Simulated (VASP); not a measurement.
# CaS (Fm-3m) in VASP: single point with PBE

Aim: the single point of CaS with PBE.

Everything below comes from runs of VASP 6.6.1. Logs are shortened: lines on timing, memory, paths and dates and some standing lists are left out, and cuts for length are marked.

## (1) The cell of the first run

Symmetry: Fm-3m, No. 225, cubic system. Conventional cell: a = 5.705 Å, b = 5.705 Å, c = 5.705 Å, α = 90.00°, β = 90.00°, γ = 90.00°. Ca (site symmetry m-3m) has 6 S at 2.85 Å within 3.8 Å. Within 3.8 Å of S (site symmetry m-3m) lie 6 Ca at 2.85 Å.

## (2) Single point, PBE

The input, POSCAR:

```
CaS
1.0
    0.0000000000      2.8523742917      2.8523742917
    2.8523742917      0.0000000000      2.8523742917
    2.8523742917      2.8523742917      0.0000000000
Ca S
1 1
Direct
    0.0000000000      0.0000000000      0.0000000000
    0.5000000000      0.5000000000      0.5000000000
```

The input, INCAR.step1:

```
ALGO = Normal
EDIFF = 1E-6
ENCUT = 400
GGA = PE
GGA_COMPAT = False
ISIF = 2
ISMEAR = 0
LASPH = True
LCHARG = True
LORBIT = 11
LREAL = False
LWAVE = False
NBANDS = 15
NEDOS = 2001
NELM = 120
PREC = Accurate
SIGMA = 0.01
```

The input, KPOINTS.step1:

```
k-points
0
Gamma
  4 4 4
```

The input, INCAR.step2:

```
ALGO = Normal
EDIFF = 1E-6
ENCUT = 400
GGA = PE
GGA_COMPAT = False
ICHARG = 11
ISIF = 2
ISMEAR = -5
LASPH = True
LCHARG = False
LORBIT = 11
LREAL = False
LWAVE = False
NEDOS = 2001
NELM = 120
PREC = Accurate
SIGMA = 0.01
```

The input, KPOINTS.step2:

```
k-points
0
Gamma
  6 6 6
```

Potentials or basis: VASP PAW PBE potentials, release 64 (Ca_sv, S).

Command:

```sh
> cat potpaw_PBE.64/Ca_sv/POTCAR potpaw_PBE.64/S/POTCAR > POTCAR
> cp INCAR.step1 INCAR
> cp KPOINTS.step1 KPOINTS
> mpirun -np 1 vasp_std > vasp.out
> cp INCAR.step2 INCAR
> cp KPOINTS.step2 KPOINTS
> mpirun -np 1 vasp_std > vasp.out
```

OUTCAR:

```text
EDIFF = 1E-6
   ENCUT = 400
   GGA = PE
   ICHARG = 11
   ISIF = 2
   ISMEAR = -5
   LASPH = True
   LORBIT = 11
   LREAL = False
   NELM = 120
   PREC = Accurate

 ion  position               nearest neighbor table
   1  0.000  0.000  0.000-   2 2.85   2 2.85   2 2.85   2 2.85   2 2.85   2 2.85
   2  0.500  0.500  0.500-   1 2.85   1 2.85   1 2.85   1 2.85   1 2.85   1 2.85

  LATTYP: Found a face centered cubic cell.
 ALAT       =     5.7047485834

  Lattice vectors:

 A1 = (   0.0000000000,   2.8523742917,   2.8523742917)
 A2 = (   2.8523742917,   0.0000000000,   2.8523742917)
 A3 = (   2.8523742917,   2.8523742917,   0.0000000000)

Analysis of symmetry for initial positions (statically):
=====================================================================
 Subroutine PRICEL returns:
 Original cell was already a primitive cell.

 Routine SETGRP: Setting up the symmetry group for a
 face centered cubic supercell.

 Subroutine GETGRP returns: Found 48 space group operations
 (whereof 48 operations were pure point group operations)
 out of a pool of 48 trial point group operations.

The static configuration has the point symmetry O_h .

Analysis of symmetry for dynamics (positions and initial velocities):
=====================================================================
 Subroutine PRICEL returns:
 Original cell was already a primitive cell.

 Routine SETGRP: Setting up the symmetry group for a
 face centered cubic supercell.

 Subroutine GETGRP returns: Found 48 space group operations
 (whereof 48 operations were pure point group operations)
 out of a pool of 48 trial point group operations.

The dynamic configuration has the point symmetry O_h .

 Subroutine INISYM returns: Found 48 space group operations
 (whereof 48 operations are pure point group operations),
 and found     1 'primitive' translations

----------------------------------------------------------------------------------------

                                     Primitive cell

  volume of cell :      46.4141

  direct lattice vectors                    reciprocal lattice vectors
     0.000000000  2.852374292  2.852374292    -0.175292563  0.175292563  0.175292563
     2.852374292  0.000000000  2.852374292     0.175292563 -0.175292563  0.175292563
     2.852374292  2.852374292  0.000000000     0.175292563  0.175292563 -0.175292563

  length of vectors
     4.033866408  4.033866408  4.033866408     0.303615625  0.303615625  0.303615625

  position of ions in fractional coordinates (direct lattice)
     0.000000000  0.000000000  0.000000000
     0.500000000  0.500000000  0.500000000

  ion indices of the primitive-cell ions
   primitive index   ion index
                 1           1
                 2           2

----------------------------------------------------------------------------------------

 KPOINTS: k-points

Automatic generation of k-mesh.
 Grid dimensions read from file:
 generate k-points for:    6    6    6

 Generating k-lattice:

  Cartesian coordinates                     Fractional coordinates (reciprocal lattice)
    -0.029215427  0.029215427  0.029215427     0.166666667  0.000000000  0.000000000
     0.029215427 -0.029215427  0.029215427     0.000000000  0.166666667  0.000000000
     0.029215427  0.029215427 -0.029215427     0.000000000  0.000000000  0.166666667

  Length of vectors
     0.050602604  0.050602604  0.050602604

  Shift w.r.t. Gamma in fractional coordinates (k-lattice)
     0.000000000  0.000000000  0.000000000

 TETIRR: Found     35 inequivalent tetrahedra from     1296

 Subroutine IBZKPT returns following result:
 ===========================================

 Found     16 irreducible k-points:

 Following reciprocal coordinates:
            Coordinates               Weight
  0.000000  0.000000  0.000000      1.000000
  0.166667  0.000000  0.000000      8.000000
  0.333333  0.000000  0.000000      8.000000
  0.500000  0.000000  0.000000      4.000000
  0.166667  0.166667  0.000000      6.000000
  0.333333  0.166667  0.000000     24.000000
[... 8 lines left out ...]
 -0.333333  0.333333  0.166667     24.000000
 -0.333333  0.500000  0.166667     12.000000
   k-points           NKPTS =     16   k-points in BZ     NKDIM =     16   number of bands    NBANDS=     12
   number of dos      NEDOS =   2001   number of ions     NIONS =      2
   total plane-waves  NPLWV =  21952
   dimension x,y,z NGX =    28 NGY =   28 NGZ =   28
   dimension x,y,z NGXF=    56 NGYF=   56 NGZF=   56
   ions per type =               1   1
   NGX,Y,Z   is equivalent  to a cutoff of  11.54, 11.54, 11.54 a.u.
   NGXF,Y,Z  is equivalent  to a cutoff of  23.08, 23.08, 23.08 a.u.
 SYSTEM =  unknown system
   PREC   = accura    normal or accurate (medium, high low for compatibility)
   ISTART =      0    job   : 0-new  1-cont  2-samecut
   ICHARG =     11    charge: 1-file 2-atom 10-const
   ISPIN  =      1    spin polarized calculation?
   LNONCOLLINEAR =      F non collinear calculations
   LSORBIT =      F    spin-orbit coupling
   LASPH  =      T    aspherical Exc in radial PAW
   ENCUT  =  400.0 eV  29.40 Ry    5.42 a.u.   6.58  6.58  6.58*2*pi/ulx,y,z
   NELM   =    120;   NELMIN=  2; NELMDL=  0     # of ELM steps
   EDIFF  = 0.1E-05   stopping-criterion for ELM
   LREAL  =      F    real-space projection
   EDIFFG = 0.1E-04   stopping-criterion for IOM
   NSW    =      0    number of steps for IOM
   IBRION =     -1    ionic relax: 0-MD 1-quasi-New 2-CG
   NFREE  =      0    steps in history (QN), initial steepest desc. (CG)
   ISIF   =      2    stress and relaxation
   ISYM   =      2    0-nonsym 1-usesym 2-fastsym
   POTIM  = 0.5000    time-step for ionic-motion
   TEBEG  =    0.0;   TEEND  =   0.0 temperature during run
   PSTRESS=    0.0 pullay stress
   NELECT =      16.0000    total number of electrons
   NUPDOWN=      -1.0000    fix difference up-down
   EMIN   =  10.00;   EMAX   =-10.00  energy-range for DOS
   EFERMI =   0.00;   METHOD = LEGACY
   ISMEAR =    -5;   SIGMA  =   0.01  broadening in eV -4-tet -1-fermi 0-gaus
   EFERMI_NEDOS =   21; number of points for ismear=-14 and -15
   IALGO  =     38    algorithm
   IMIX   =      4    mixing-type and parameters
     AMIX     =   0.40;   BMIX     =  1.00
     AMIX_MAG =   1.60;   BMIX_MAG =  1.00
  volume/ion in A,a.u.               =      23.21       156.61
  Fermi-wavevector in a.u.,A,eV,Ry     =   1.147885  2.169188 17.927575  1.317640
  Thomas-Fermi vector in A             =   2.284563
   LORBIT       =     11    0 simple, 1 ext, 2 COOP (PROOUT), +10 PAW based schemes
   GGA     = PE    functional components
   LHFCALC =     F    Hartree Fock is set to
   AEXX    =    0.0000 exact exchange contribution
   IVDW    =     0    specifies the selected vdW correction
   LEPSILON=     F    determine dielectric tensor
   LRPA    =     F    only Hartree local field effects (RPA)
 non-spin polarized calculation
 Fermi weights with tetrahedron method with Bloechl corrections
  energy-cutoff  :      400.00
  volume of cell :       46.41
 maximum number of plane-waves:       869
 NGX is ok and might be reduce to    28

 number of electron      15.9999997 magnetization

 Free energy of the ion-electron system (eV)
  ---------------------------------------------------
  ext. energy  EPLUGINS =         0.00000000
  ---------------------------------------------------
  free energy    TOTEN  =       -10.36393451 eV

  energy without entropy =      -10.36393451  energy(sigma->0) =      -10.36393451

 E-fermi :   2.7171     XC(G=0):  -9.2900

 val. band max:        2.7024991667   @ k =   0.0000   0.0000   0.0000
 cond. band min:       5.0622402126   @ k =   0.5000   0.5000   0.0000
 fundamental gap:      2.3597410459
 Fermi energy:         2.7171290200

 k-point     1 :       0.0000    0.0000    0.0000
  band No.  band energies     occupation
      1     -36.5272      2.00000
      2     -17.5059      2.00000
      3     -17.5059      2.00000
      4     -17.5059      2.00000
      5      -8.6062      2.00000
      6       2.7025      2.00000
      7       2.7025      2.00000
      8       2.7025      2.00000
      9       6.8130      0.00000
     10       6.8577      0.00000
     11       6.8577      0.00000
     12       6.8577      0.00000

 k-point     2 :       0.1667    0.0000    0.0000
  band No.  band energies     occupation
      1     -36.5244      2.00000
      2     -17.5477      2.00000
      3     -17.5092      2.00000
      4     -17.5092      2.00000
      5      -8.4227      2.00000
      6       1.6631      2.00000
      7       2.3383      2.00000
      8       2.3383      2.00000
      9       6.8640      0.00000
     10       7.2439      0.00000
     11       7.2439      0.00000
     12       8.0641      0.00000

 k-point     3 :       0.3333    0.0000    0.0000
  band No.  band energies     occupation
      1     -36.5188      2.00000
      2     -17.6290      2.00000
      3     -17.5157      2.00000
      4     -17.5157      2.00000
      5      -8.0250      2.00000
      6       0.2247      2.00000
      7       1.7818      2.00000
      8       1.7818      2.00000
      9       7.2262      0.00000
     10       8.1651      0.00000
     11       8.1651      0.00000
     12       9.3356      0.00000
[... 166 lines left out ...]
 k-point    15 :      -0.3333    0.3333    0.1667
  band No.  band energies     occupation
      1     -36.5134      2.00000
      2     -17.6196      2.00000
      3     -17.5720      2.00000
      4     -17.5419      2.00000
      5      -7.8559      2.00000
      6       0.3906      2.00000
      7       1.0668      2.00000
      8       1.4688      2.00000
      9       7.5859      0.00000
     10       7.7088      0.00000
     11       9.1616      0.00000
     12       9.2905      0.00000

 k-point    16 :      -0.3333    0.5000    0.1667
  band No.  band energies     occupation
      1     -36.5125      2.00000
      2     -17.6076      2.00000
      3     -17.5715      2.00000
      4     -17.5608      2.00000
      5      -7.9018      2.00000
      6       0.6526      2.00000
      7       1.3052      2.00000
      8       1.3280      2.00000
      9       6.3687      0.00000
     10       8.5799      0.00000
     11       8.5873      0.00000
     12       9.2050      0.00000

------------------------ aborting loop because EDIFF is reached ----------------------------------------

  FORCE on cell =-STRESS in cart. coord.  units (eV):
  Direction    XX          YY          ZZ          XY          YZ          ZX
  --------------------------------------------------------------------------------------
  -------------------------------------------------------------------------------------
  Total        0.0464987      0.0464987      0.0464987      0.0000000     -0.0000000      0.0000000
  in kB        1.6050986      1.6050986      1.6050986      0.0000000     -0.0000000      0.0000000
  external PRESSURE =       1.6050986 kB  Pullay stress =       0.0000000 kB

 VOLUME and BASIS-vectors are now :
 -----------------------------------------------------------------------------
  energy-cutoff  :      400.00
  volume of cell :       46.41
      direct lattice vectors                 reciprocal lattice vectors
     0.000000000  2.852374292  2.852374292    -0.175292563  0.175292563  0.175292563
     2.852374292  0.000000000  2.852374292     0.175292563 -0.175292563  0.175292563
     2.852374292  2.852374292  0.000000000     0.175292563  0.175292563 -0.175292563

 POSITION                                       TOTAL-FORCE (eV/Angst)
 -----------------------------------------------------------------------------------
      0.00000      0.00000      0.00000         0.000000     -0.000000      0.000000
      2.85237      2.85237      2.85237        -0.000000      0.000000     -0.000000
 -----------------------------------------------------------------------------------
    total drift:                                0.000000      0.000000      0.000000

  FREE ENERGIE OF THE ION-ELECTRON SYSTEM (eV)
  ---------------------------------------------------
  free  energy   TOTEN  =       -10.3639345122 eV

  energy  without entropy=      -10.3639345122  energy(sigma->0) =      -10.36393451

 total charge

# of ion       s       p       d       tot
------------------------------------------
    1        2.032   5.857   0.240   8.129
    2        1.314   2.470   0.000   3.784
--------------------------------------------------
tot          3.345   8.327   0.240  11.913
```

Run time: 25 s. Hardware: 1 thread of Intel Xeon 8259CL, shared host; peak memory 0.15 GiB.

What came out:

```yaml
Valence_electrons_inside_the_program's_atomic_spheres: Ca 8.13; S 3.78
```

Levels at points of the mesh, in eV from the valence-band top:
```
           k point  band 5  band 6  band 7  band 8  band 9  band 10  band 11  band 12
(0.00, 0.00, 0.00)  -11.31    0.00    0.00    0.00    4.11     4.16     4.16     4.16
(0.50, 0.00, 0.00)  -10.51   -3.08   -1.15   -1.15    5.20     6.04     6.17     6.17
(0.50, 0.50, 0.00)  -10.69   -2.27   -0.80   -0.80    2.36     5.58     5.99     6.74
```

Caveat: the k points lie up to 0.48 Å⁻¹ apart.
